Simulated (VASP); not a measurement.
The system is CdHg2Se3.

```
Cd Hg Se
1.0
     4.25081    0.00000    0.00000
    -2.12541    3.68131    0.00000
     0.00000    0.00000   20.81213
Cd Hg Se
2 4 6
Direct
  0.66667 0.33333 0.66667
  0.33333 0.66667 0.16667
  0.66667 0.33333 0.00000
  0.66667 0.33333 0.33333
  0.33333 0.66667 0.50000
  0.33333 0.66667 0.83333
  0.66667 0.33333 0.12500
  0.66667 0.33333 0.45833
  0.66667 0.33333 0.79167
  0.33333 0.66667 0.29167
  0.33333 0.66667 0.62500
  0.33333 0.66667 0.95833
```

| Quantity | Value |
| --- | --- |
| Program | VASP 6.6.1 |
| Task | relaxation of cell and atoms |
| Functional | PBE |
| Potentials or basis | VASP PAW PBE potentials, release 64 (Cd, Hg, Se) |
| Cutoff | 500 eV |
| k mesh | 6 × 6 × 1 |
| Occupations | gaussian, width 0.1 eV |
| Spin | no spin polarisation |

At the start: pressure 6.8 GPa; volume 27.14 Å³/atom.

Where does the relaxation end?

Over 6 steps the energy falls by 65.4 meV/atom and the volume is 30.47 Å³/atom (+12.3 %); space group P6_3mc (No. 186, to 0.1 Å) before and after.

Step by step:
```tsv
step	energy change (eV)	largest force (eV/Å)	pressure (GPa)	volume (Å³)
1	0.0000	0.2101	6.84	325.68
2	-0.6897	0.0653	-1.73	383.44
3	-0.7837	0.0887	0.02	366.49
4	-0.7835	0.0873	-0.08	367.34
5	-0.7848	0.0622	0.01	366.60
6	-0.7853	0.0389	0.12	365.68
```

Final structure:
```
Cd Hg Se
1.0
     4.41455    0.00000    0.00000
    -2.20728    3.82311    0.00000
     0.00000    0.00000   21.66711
Cd Hg Se
2 4 6
Direct
  0.66667 0.33333 0.66642
  0.33333 0.66667 0.16642
  0.66667 0.33333 0.00012
  0.66667 0.33333 0.33319
  0.33333 0.66667 0.50012
  0.33333 0.66667 0.83319
  0.66667 0.33333 0.12578
  0.66667 0.33333 0.45831
  0.66667 0.33333 0.79118
  0.33333 0.66667 0.29118
  0.33333 0.66667 0.62578
  0.33333 0.66667 0.95831
```
